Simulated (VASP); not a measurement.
**Ru: single point with r2SCAN**

Ru:

```
Ru
1.0
     2.70246    0.00000    0.00000
    -1.35123    2.34040    0.00000
     0.00000    0.00000    4.26584
Ru
2
Direct
  0.33333 0.66667 0.25000
  0.66667 0.33333 0.75000
```

| Item | Value |
| --- | --- |
| Program | VASP 6.6.1 |
| Task | single point |
| Functional | r2SCAN |
| Potentials or basis | VASP PAW PBE potentials, release 64 (Ru_sv) |
| Cutoff | 660 eV |
| k mesh | 18 × 18 × 10 |
| Occupations | gaussian, width 0.1 eV |
| Spin | no spin polarisation |

* Pressure: 0.1 GPa
* Band gap on the k mesh: zero (bands 16 and 17 overlap by 3.29 eV)

Levels at points of the mesh, in eV from the Fermi level:
```
           k point  band 13  band 14  band 15  band 16  band 17  band 18  band 19  band 20
(0.00, 0.00, 0.00)    -2.51    -2.00    -2.00    -1.48    -1.48     1.25     1.25     1.39
(0.50, 0.00, 0.00)    -2.17    -1.89    -1.57     1.49     1.93     2.03     4.27     6.46
(0.00, 0.00, 0.50)    -2.90    -2.90    -2.82    -2.82     0.58     0.58     0.58     0.58
(0.50, 0.00, 0.50)    -1.12    -1.12     0.47     0.47     1.76     1.76     3.57     3.57
```

Run time: 4 min on 1 thread of Intel(R) Xeon(R) Platinum 8488C (Sapphire Rapids), with other jobs on the host, peak memory 0.27 GiB.

Caveat: the PAW data sets were made with another functional, which shifts forces and pressure a little.
